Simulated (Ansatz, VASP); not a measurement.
# GaP: VASP beside Ansatz

```
CELL_PARAMETERS angstrom
0.00000 2.72525 2.72525
2.72525 0.00000 2.72525
2.72525 2.72525 0.00000
ATOMIC_POSITIONS crystal
Ga 0.00000 0.00000 0.00000
P 0.75000 0.75000 0.75000
```

Alike in both runs: task single point; functional PBE; k mesh 5 × 5 × 5; occupations fermi-dirac, width 0.02 eV; no spin polarisation.

|  | VASP | Ansatz |
| --- | --- | --- |
| version | VASP 6.6.1 | Ansatz 0.2.0 |
| potentials or method | VASP PAW PBE potentials, release 64 (Ga_d, P), cutoff 520 eV | all-electron LAPW, scalar-relativistic |

VASP gave:

```
gap on the k mesh at the Fermi level (eV) : 1.59
least direct gap on the mesh (eV)         : 1.82
pressure (GPa)                            : 2.5
```

Q: What did Ansatz give for the same quantities?

A: gap on the k mesh at the Fermi level (eV): 1.60; least direct gap on the mesh (eV): 1.83; pressure (GPa): 2.6.

Ansatz ran all-electron here, and VASP with PAW potentials.
